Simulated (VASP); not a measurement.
ZrB, 2 atoms in the cell. It takes space group F-43m (No. 216, cubic). Conventional cell: a = 5.299 Å, b = 5.299 Å, c = 5.299 Å, α = 90.00°, β = 90.00°, γ = 90.00°. Within 3.0 Å of Zr (site symmetry -43m) lie 4 B at 2.29 Å. Within 3.0 Å of B (site symmetry -43m) lie 4 Zr at 2.29 Å. 

```yaml
Program: VASP 6.6.1
Task: single point
Functional: PBE
Potentials_or_basis: VASP PAW PBE potentials, release 64 (Zr_sv, B)
Cutoff: 520 eV
k_mesh: 6 × 6 × 6
Occupations: gaussian, width 0.1 eV
Spin: collinear spin
Starting_moments: "[1.0, 0.0] μB"
Dipole_correction: no
Further_INCAR_settings: ALGO = Normal; EDIFF = 1e-07; NBANDS = 18
```

Potentials or basis: VASP PAW PBE potentials, release 64 (Zr_sv, B).

The run is started by

```bash
$ cat potpaw_PBE.64/Zr_sv/POTCAR potpaw_PBE.64/B/POTCAR > POTCAR
$ mpirun -np 1 vasp_std > vasp.out
```

Hardware: 1 thread of Intel(R) Xeon(R) Platinum 8488C (Sapphire Rapids) (shared host).

Task: Estimate the wall time of this run.

Result: It took 45 s on 1 thread of Intel(R) Xeon(R) Platinum 8488C (Sapphire Rapids) (shared host), peak memory 0.17 GiB. Counts: scf iterations 21, k points 16.
